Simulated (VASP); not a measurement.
# Si2W (I4/mmm) in VASP: a series of runs

Runs on Si2W. Level: PBE. Tasks: single point.

Program: VASP 6.6.1. These are calculated values, not measurements. Logs are shortened: lines on timing, memory, paths and dates and some standing lists are left out, and cuts for length are marked.

## (1) The cell of the first run

The structure is tetragonal, space group I4/mmm (No. 139). The conventional cell has a = 3.229 Å, b = 3.229 Å, c = 7.867 Å, α = 90.00°, β = 90.00°, γ = 90.00°. Within 3.4 Å of Si (site symmetry 4mm) lie 9 Si at 2.60 to 3.23 Å and 5 W at 2.63 Å. W (site symmetry 4/mmm) has 10 Si at 2.63 Å and 4 W at 3.23 Å within 3.5 Å.

## (2) Single point, PBE

File INCAR:

```
PREC = Accurate
ENCUT = 520
EDIFF = 1E-6
ISMEAR = 0
SIGMA = 0.1
LREAL = False
LASPH = True
NELM = 60
ALGO = Normal
ISIF = 2
LWAVE = False
LCHARG = False
GGA = PE
NBANDS = 18
```

File KPOINTS:

```
regular mesh
0
Gamma
  20 20 20
```

File POSCAR:

```
Si2W
1.0
   -1.6145193850      1.6145193850      3.9334275705
    1.6145193850     -1.6145193850      3.9334275705
    1.6145193850      1.6145193850     -3.9334275705
Si W
2 1
Direct
    0.3345271476      0.3345271476      0.0000000000
    0.6654728524      0.6654728524      0.0000000000
    0.0000000000      0.0000000000      0.0000000000
```

Potentials or basis: VASP PAW PBE potentials, release 64 (Si, W_sv).

Started as:

```bash
> cat potpaw_PBE.64/Si/POTCAR potpaw_PBE.64/W_sv/POTCAR > POTCAR
> mpirun -np 1 vasp_std > vasp.out
```

OUTCAR:

```text
PREC = Accurate
   ENCUT = 520
   EDIFF = 1E-6
   ISMEAR = 0
   LREAL = False
   LASPH = True
   NELM = 60
   ISIF = 2
   GGA = PE

 ion  position               nearest neighbor table
   1  0.335  0.335  0.000-   2 2.60   3 2.63   3 2.63   3 2.63   3 2.63   3 2.63   2 2.64   2 2.64
                             2 2.64   2 2.64
   2  0.665  0.665  0.000-   1 2.60   3 2.63   3 2.63   3 2.63   3 2.63   3 2.63   1 2.64   1 2.64
                             1 2.64   1 2.64
   3  0.000  0.000  0.000-   2 2.63   2 2.63   1 2.63   2 2.63   1 2.63   1 2.63   2 2.63   1 2.63
                             1 2.63   2 2.63

  LATTYP: Found a body centered tetragonal cell.
 ALAT       =     3.2290387700
 C/A-ratio  =     2.4362838917

  Lattice vectors:

 A1 = (  -1.6145193850,   1.6145193850,   3.9334275705)
 A2 = (   1.6145193850,  -1.6145193850,   3.9334275705)
 A3 = (   1.6145193850,   1.6145193850,  -3.9334275705)

Analysis of symmetry for initial positions (statically):
=====================================================================
 Subroutine PRICEL returns:
 Original cell was already a primitive cell.

 Routine SETGRP: Setting up the symmetry group for a
 body centered tetragonal supercell.

 Subroutine GETGRP returns: Found 16 space group operations
 (whereof 16 operations were pure point group operations)
 out of a pool of 16 trial point group operations.

The static configuration has the point symmetry D_4h.

Analysis of symmetry for dynamics (positions and initial velocities):
=====================================================================
 Subroutine PRICEL returns:
 Original cell was already a primitive cell.

 Routine SETGRP: Setting up the symmetry group for a
 body centered tetragonal supercell.

 Subroutine GETGRP returns: Found 16 space group operations
 (whereof 16 operations were pure point group operations)
 out of a pool of 16 trial point group operations.

The dynamic configuration has the point symmetry D_4h.

 Subroutine INISYM returns: Found 16 space group operations
 (whereof 16 operations are pure point group operations),
 and found     1 'primitive' translations

----------------------------------------------------------------------------------------

                                     Primitive cell

  volume of cell :      41.0126

[... 83 lines left out ...]
   ICHARG =      2    charge: 1-file 2-atom 10-const
   ISPIN  =      1    spin polarized calculation?
   LNONCOLLINEAR =      F non collinear calculations
   LSORBIT =      F    spin-orbit coupling
   LASPH  =      T    aspherical Exc in radial PAW
   ENCUT  =  520.0 eV  38.22 Ry    6.18 a.u.   8.46  8.46  8.46*2*pi/ulx,y,z
   NELM   =     60;   NELMIN=  2; NELMDL= -5     # of ELM steps
   EDIFF  = 0.1E-05   stopping-criterion for ELM
   LREAL  =      F    real-space projection
   EDIFFG = 0.1E-04   stopping-criterion for IOM
   NSW    =      0    number of steps for IOM
   IBRION =     -1    ionic relax: 0-MD 1-quasi-New 2-CG
   NFREE  =      0    steps in history (QN), initial steepest desc. (CG)
   ISIF   =      2    stress and relaxation
   ISYM   =      2    0-nonsym 1-usesym 2-fastsym
   POTIM  = 0.5000    time-step for ionic-motion
   TEBEG  =    0.0;   TEEND  =   0.0 temperature during run
   PSTRESS=    0.0 pullay stress
   NELECT =      22.0000    total number of electrons
   NUPDOWN=      -1.0000    fix difference up-down
   EMIN   =  10.00;   EMAX   =-10.00  energy-range for DOS
   EFERMI =   0.00;   METHOD = LEGACY
   ISMEAR =     0;   SIGMA  =   0.10  broadening in eV -4-tet -1-fermi 0-gaus
   EFERMI_NEDOS =   21; number of points for ismear=-14 and -15
   IALGO  =     38    algorithm
   IMIX   =      4    mixing-type and parameters
     AMIX     =   0.40;   BMIX     =  1.00
     AMIX_MAG =   1.60;   BMIX_MAG =  1.00
  volume/ion in A,a.u.               =      13.67        92.26
  Fermi-wavevector in a.u.,A,eV,Ry     =   1.330178  2.513672 24.073796  1.769374
  Thomas-Fermi vector in A             =   2.459285
   LORBIT       =      0    0 simple, 1 ext, 2 COOP (PROOUT), +10 PAW based schemes
   GGA     = PE    functional components
   LHFCALC =     F    Hartree Fock is set to
   AEXX    =    0.0000 exact exchange contribution
   IVDW    =     0    specifies the selected vdW correction
   LEPSILON=     F    determine dielectric tensor
   LRPA    =     F    only Hartree local field effects (RPA)
 non-spin polarized calculation
 Gauss-broadening in eV      SIGMA  =   0.10
  energy-cutoff  :      520.00
  volume of cell :       41.01
 maximum number of plane-waves:      1134
 NGX is ok and might be reduce to    36
   NGX = 17   NGY = 17   NGZ = 17

 number of electron      22.0000000 magnetization

 Free energy of the ion-electron system (eV)
  ---------------------------------------------------
  ext. energy  EPLUGINS =         0.00000000
  ---------------------------------------------------
  free energy    TOTEN  =       -24.81545808 eV

  energy without entropy =      -24.81426008  energy(sigma->0) =      -24.81485908

 E-fermi :  11.7440     XC(G=0): -12.4611

 val. band max:       11.7433083301   @ k =  -0.1500  -0.2500   0.1500
 cond. band min:      11.7478230906   @ k =  -0.2000  -0.3000   0.2000
 fundamental gap:      0.0045147605
 Fermi energy:        11.7440115379

 k-point     1 :       0.0000    0.0000    0.0000
  band No.  band energies     occupation
      1     -62.1251      2.00000
      2     -26.3732      2.00000
      3     -26.3583      2.00000
      4     -26.3583      2.00000
      5      -2.2033      2.00000
      6       5.0000      2.00000
[... 481 lines left out ...]
      5      -0.0888      2.00000
      6       3.9058      2.00000
[... 10 lines left out ...]
     17      18.9091      0.00000
     18      20.1565      0.00000

 [... further k-points ...]
[... 5 lines left out ...]
  --------------------------------------------------------------------------------------
  -------------------------------------------------------------------------------------
  Total        0.0263087      0.0263087      0.0004860      0.0000000      0.0000000      0.0000000
  in kB        1.0277608      1.0277608      0.0189844      0.0000000      0.0000000      0.0000000
  external PRESSURE =       0.6915020 kB  Pullay stress =       0.0000000 kB

 VOLUME and BASIS-vectors are now :
 -----------------------------------------------------------------------------
  energy-cutoff  :      520.00
  volume of cell :       41.01
      direct lattice vectors                 reciprocal lattice vectors
    -1.614519385  1.614519385  3.933427571     0.000000000  0.309689685  0.127115599
     1.614519385 -1.614519385  3.933427571     0.309689685  0.000000000  0.127115599
     1.614519385  1.614519385 -3.933427571     0.309689685  0.309689685  0.000000000

 POSITION                                       TOTAL-FORCE (eV/Angst)
 -----------------------------------------------------------------------------------
      0.00000      0.00000      2.63168         0.000000      0.000000      0.006301
      0.00000      0.00000      5.23518         0.000000      0.000000     -0.006301
      0.00000      0.00000      0.00000        -0.000000     -0.000000     -0.000000
 -----------------------------------------------------------------------------------
    total drift:                               -0.000000      0.000000      0.000000

  FREE ENERGIE OF THE ION-ELECTRON SYSTEM (eV)
  ---------------------------------------------------
  free  energy   TOTEN  =       -24.8154580842 eV

  energy  without entropy=      -24.8142600756  energy(sigma->0) =      -24.81485908
```

OSZICAR:

```text
N       E                     dE             d eps       ncg     rms          rms(c)
DAV:   1     0.130039036623E+03    0.13004E+03   -0.10793E+04 23084   0.123E+03
DAV:   2    -0.211380808106E+02   -0.15118E+03   -0.14752E+03 26486   0.320E+02
DAV:   3    -0.256549004682E+02   -0.45168E+01   -0.44588E+01 28734   0.496E+01
DAV:   4    -0.256951736700E+02   -0.40273E-01   -0.40215E-01 27588   0.493E+00
DAV:   5    -0.256956064126E+02   -0.43274E-03   -0.43272E-03 27474   0.546E-01    0.247E+01
DAV:   6    -0.249199031277E+02    0.77570E+00   -0.36850E+00 24878   0.134E+01    0.834E+00
DAV:   7    -0.248391102718E+02    0.80793E-01   -0.25785E-01 24640   0.282E+00    0.452E+00
DAV:   8    -0.248159477262E+02    0.23163E-01   -0.46989E-02 25910   0.170E+00    0.333E-01
DAV:   9    -0.248155514375E+02    0.39629E-03   -0.11033E-03 26740   0.265E-01    0.199E-01
DAV:  10    -0.248154645751E+02    0.86862E-04   -0.28517E-04 27362   0.146E-01    0.383E-02
DAV:  11    -0.248154578209E+02    0.67543E-05   -0.39039E-05 26364   0.454E-02    0.179E-02
DAV:  12    -0.248154580842E+02   -0.26337E-06   -0.17650E-06 19280   0.871E-03
   1 F= -.24815458E+02 E0= -.24814859E+02  d E =-.119801E-02
```

stdout:

```text
POSCAR found type information on POSCAR SiW
 POSCAR found :  2 types and       3 ions
 scaLAPACK will be used
 LDA part: xc-table for (Slater+PW92), standard interpolation
 POSCAR, INCAR and KPOINTS ok, starting setup
 FFT: planning ... GRIDC
 FFT: planning ... GRID_SOFT
 FFT: planning ... GRID
 WAVECAR not read
 entering main loop
```

Run time: 6.5 min. Hardware: 1 thread of Intel Xeon 6975P-C, shared host; peak memory 0.56 GiB.

What came out:

```
Free energy            : -24.8155 eV
Pressure               : 0.1 GPa
Largest force          : 0.006 eV/Å
Band gap on the k mesh : zero (bands 11 and 12 overlap by 1.29 eV)
```

Forces on the atoms (eV/Å):
```
Si   0.000  0.000  0.006
Si   0.000  0.000 -0.006
W    0.000  0.000  0.000
```

Stress tensor (GPa, compression positive):
```
0.10 0.00 0.00
0.00 0.10 0.00
0.00 0.00 0.00
```

Caveat: spin-orbit coupling is left out, which moves the levels of the heavy elements.

## (3) Single point, PBE

File INCAR:

```
SYSTEM = Si2W
PREC = Accurate
ENCUT = 520
EDIFF = 1E-6
ISMEAR = 0
SIGMA = 0.1
LREAL = .FALSE.
LASPH = .TRUE.
NELM = 80
ALGO = Normal
ISIF = 2
LWAVE = .FALSE.
LCHARG = .FALSE.
GGA = PE
NBANDS = 18
```

File KPOINTS:

```
regular mesh
0
G
  20 20 20
  0 0 0
```

POSCAR is that of step 2.

Potentials or basis: VASP PAW PBE potentials, release 64 (Si, W_sv).

Started as:

```bash
> cat potpaw_PBE.64/Si/POTCAR potpaw_PBE.64/W_sv/POTCAR > POTCAR
> mpirun -np 1 vasp_std > vasp.out
```

It took 7.3 min on 1 thread of Intel Xeon 6975P-C, shared host; peak memory 0.56 GiB.

Results (log left out):

```yaml
Free_energy: -24.8155 eV
Pressure: 0.1 GPa
Largest_force: 0.006 eV/Å
Band_gap_on_the_k_mesh: zero (bands 11 and 12 overlap by 1.29 eV)
```

Forces on the atoms (eV/Å):
```
Si   0.000  0.000  0.006
Si   0.000  0.000 -0.006
W    0.000  0.000  0.000
```

Stress tensor (GPa, compression positive):
```
0.10 0.00 0.00
0.00 0.10 0.00
0.00 0.00 0.00
```

Levels at points of the mesh, in eV from the Fermi level:
```
           k point  band 7  band 8  band 9  band 10  band 11  band 12  band 13  band 14  band 15  band 16
(0.00, 0.00, 0.00)   -3.74   -3.23   -2.79    -2.79     0.62     2.66     2.99     3.05     3.05     4.56
(0.50, 0.00, 0.00)   -5.66   -4.80   -2.74    -2.70    -0.41     2.67     2.77     3.92     4.32     5.08
(0.50, 0.50, 0.00)   -5.93   -5.49   -4.95    -3.18    -1.74     2.75     2.93     3.08     3.87     4.32
(0.50, 0.50, 0.50)   -3.74   -2.53   -0.84    -0.84    -0.47    -0.47     0.79     4.45     4.74     6.16
```

Caveat: spin-orbit coupling is left out, which moves the levels of the heavy elements.
